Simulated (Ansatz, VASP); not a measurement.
# Two plane-wave programs on Al6H

INCAR

```
ALGO = Normal
DIPOL = 0.5 0.5 0.304
EDIFF = 1E-6
ENCUT = 520
GGA = PE
IDIPOL = 3
ISIF = 2
ISMEAR = 0
LASPH = True
LCHARG = False
LDIPOL = True
LREAL = False
LWAVE = False
NBANDS = 32
NELM = 80
PREC = Accurate
SIGMA = 0.1
```

Contents of KPOINTS:

```
k-points
0
Gamma
  6 6 1
```

Contents of POSCAR:

```
Al6H
1.0
    5.7143028096      0.0000000000      0.0000000000
   -2.8571514048      4.9487313980      0.0000000000
    0.0000000000      0.0000000000     22.6016424997
Al H
12 2
Direct
    0.3333333333      0.1666666667      0.1769782882
    0.3333333333      0.6666666667      0.1769782882
    0.8333333333      0.1666666667      0.1769782882
    0.8333333333      0.6666666667      0.1769782882
    0.1666666667      0.3333333333      0.2787817902
    0.1666666667      0.8333333333      0.2787817902
    0.6666666667      0.3333333333      0.2787817902
    0.6666666667      0.8333333333      0.2787817902
    0.0000000000      0.0000000000      0.3805759913
    0.0000000000      0.5000000000      0.3805759913
    0.5000000000      0.0000000000      0.3805759913
    0.5000000000      0.5000000000      0.3805759913
    0.2025212247      0.1666666667      0.4571191010
    0.4641454420      0.1666666667      0.4571191010
```

Input for Ansatz:

```yaml
crystal:
  lattice:
    - [5.7143028096, 0.0, 0.0]
    - [-2.8571514048, 4.948731398, 0.0]
    - [0.0, 0.0, 22.6016424997]
  atoms:
    - { symbol: Al, position: [0.3333333333, 0.1666666667, 0.1769782882] }
    - { symbol: Al, position: [0.3333333333, 0.6666666667, 0.1769782882] }
    - { symbol: Al, position: [0.8333333333, 0.1666666667, 0.1769782882] }
    - { symbol: Al, position: [0.8333333333, 0.6666666667, 0.1769782882] }
    - { symbol: Al, position: [0.1666666667, 0.3333333333, 0.2787817902] }
    - { symbol: Al, position: [0.1666666667, 0.8333333333, 0.2787817902] }
    - { symbol: Al, position: [0.6666666667, 0.3333333333, 0.2787817902] }
    - { symbol: Al, position: [0.6666666667, 0.8333333333, 0.2787817902] }
    - { symbol: Al, position: [0.0, 0.0, 0.3805759913] }
    - { symbol: Al, position: [0.0, 0.5, 0.3805759913] }
    - { symbol: Al, position: [0.5, 0.0, 0.3805759913] }
    - { symbol: Al, position: [0.5, 0.5, 0.3805759913] }
    - { symbol: H, position: [0.2025212247, 0.1666666667, 0.457119101] }
    - { symbol: H, position: [0.464145442, 0.1666666667, 0.457119101] }
basis:
  ecutwfc: 420
kpoints:
  mp_grid: { grid: [6, 6, 1] }
hamiltonian:
  xc: pbe
scf:
  occupations: { method: gaussian, width: 0.1 }
output:
  forces: true
  eigenvalues: true
efield:
  axis: 3
  dipole_correction: true
  ramp_width: 0.04
```

Alike in both runs: task single point; functional PBE; k mesh 6 × 6 × 1; occupations gaussian, width 0.1 eV; no spin polarisation.

```csv
,VASP,Ansatz
version,VASP 6.6.1,Ansatz 0.2.0
potentials or method,"VASP PAW PBE potentials, release 64 (Al, H), cutoff 520 eV","scalar-relativistic, plane waves, PAW"
valence electrons in the cell,38,38
```

|  | VASP | Ansatz | Ansatz less VASP |
| --- | --- | --- | --- |
| gap on the k mesh at the Fermi level (eV) | none | none | - |
| rms of the force components (eV/Å) | 0.291 | 0.291 | -0.0001 |

Atom by atom the forces differ by 0.001 eV/Å (rms over components). A gap of «none» marks a metal or a gap that the smearing closes.
